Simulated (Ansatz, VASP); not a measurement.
**KH4: VASP beside Ansatz**

File INCAR:

```
SYSTEM = KH4
  PREC = Accurate
  ENCUT = 1230
  EDIFF = 1E-7
  ISMEAR = 0
  SIGMA = 0.1
  LREAL = .False.
  LASPH = .True.
  NELM = 120
  ALGO = Normal
  ISIF = 3
  LWAVE = .False.
  LCHARG = .False.
  GGA = PE
  IBRION = 2
  NSW = 90
  EDIFFG = -0.04
  GGA_COMPAT = .False.
  NELMIN = 4
```

The input KPOINTS:

```
Automatic mesh
0
Gamma
  4 4 4
  0 0 0
```

POSCAR

```
KH4
1.0
    4.1110568100      0.0000000000      0.0000000000
    0.0000000000      4.1110568100      0.0000000000
    0.0000000000      0.0000000000      4.1110568100
K H
1 4
Direct
    0.0000000000      0.0000000000      0.0000000000
    0.5000000000      0.0000000000      0.0000000000
    0.0000000000      0.5000000000      0.0000000000
    0.0000000000      0.0000000000      0.5000000000
    0.5000000000      0.5000000000      0.5000000000
```

Input for Ansatz:

```yaml
crystal:
  lattice:
    - [4.11105681, 0.0, 0.0]
    - [0.0, 4.11105681, 0.0]
    - [0.0, 0.0, 4.11105681]
  atoms:
    - { symbol: K, position: [0.0, 0.0, 0.0] }
    - { symbol: H, position: [0.5, 0.0, 0.0] }
    - { symbol: H, position: [0.0, 0.5, 0.0] }
    - { symbol: H, position: [0.0, 0.0, 0.5] }
    - { symbol: H, position: [0.5, 0.5, 0.5] }
basis:
  ecutwfc: 420
kpoints:
  mp_grid: { grid: [4, 4, 4] }
hamiltonian:
  xc: pbe
scf:
  occupations: { method: gaussian, width: 0.1 }
  lower_state_search: "off"
output:
  forces: true
  stress: true
  eigenvalues: true
relax:
  adjacent_minimum: "off"
  f_tol: 0.04
  max_steps: 70
  cell: { stress_tol: 0.4 }
```

Alike in both runs: task relaxation of cell and atoms; functional PBE; k mesh 4 × 4 × 4; occupations gaussian, width 0.1 eV; no spin polarisation.

```csv
,VASP,Ansatz
version,VASP 6.6.1,Ansatz 0.2.0
potentials or method,"VASP PAW PBE potentials, release 64 (K_sv, H_h), cutoff 1230 eV","scalar-relativistic, plane waves, PAW"
valence electrons in the cell,13,13
```

```csv
,VASP,Ansatz,Ansatz less VASP
"gap on the k mesh at the Fermi level, each at its own relaxed structure (eV)",none,none,-
relaxed volume (Å³/atom),20.83,19.45,-1.377
relaxed length of the cell vector where the two differ most in proportion (Å),4.705,4.599,-0.1061
```

A gap of «none» marks a metal or a gap that the smearing closes. One of these differences is far larger than is usual between the two programs; its cause wasn't traced.

The k mesh is coarse, so the values compare programs but aren't converged. Noted on VASP's run: the volume moved by over 15 % at a fixed basis, so the end points are rough.
